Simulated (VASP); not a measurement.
## Tl: single point with PBE

Crystal: Tl.

```
Tl
1.0
     2.60844    0.00000    0.00000
    -1.30422    2.25897    0.00000
     0.00000    0.00000    4.27399
Tl
2
Direct
  0.33333 0.66667 0.25000
  0.66667 0.33333 0.75000
```

- Program: VASP 6.6.1
- Task: single point
- Functional: PBE
- Potentials or basis: VASP PAW PBE potentials, release 64 (Tl_d)
- Cutoff: 520 eV
- k mesh: 14 × 14 × 8
- Occupations: fermi-dirac, width 0.1 eV
- Spin: no spin polarisation

* Pressure: 295.3 GPa
* Band gap on the k mesh: zero (bands 13 and 14 overlap by 9.47 eV)

Stress tensor (GPa, compression positive):
```
295.53   0.00   0.00
  0.00 295.53   0.00
  0.00   0.00 294.74
```

Levels at points of the mesh, in eV from the Fermi level:
| k point | band 11 | band 12 | band 13 | band 14 | band 15 | band 16 |
| --- | --- | --- | --- | --- | --- | --- |
| (0.00, 0.00, 0.00) | -13.24 | -9.22 | -4.84 | 8.50 | 10.38 | 11.16 |
| (0.50, 0.00, 0.00) | -8.51 | -7.00 | -0.76 | 0.75 | 1.57 | 4.10 |
| (0.00, 0.00, 0.50) | -13.82 | -13.82 | 5.41 | 5.41 | 8.94 | 8.94 |
| (0.50, 0.00, 0.50) | -7.74 | -7.74 | -3.48 | -3.48 | 8.07 | 8.07 |

Run time: 18 s on 1 thread of AMD EPYC 9R45 96-Core Processor (Zen 5) (shared host), peak memory 0.14 GiB.

Caveat: the cell stands under pressure; spin-orbit coupling is left out, which moves the levels of the heavy elements.
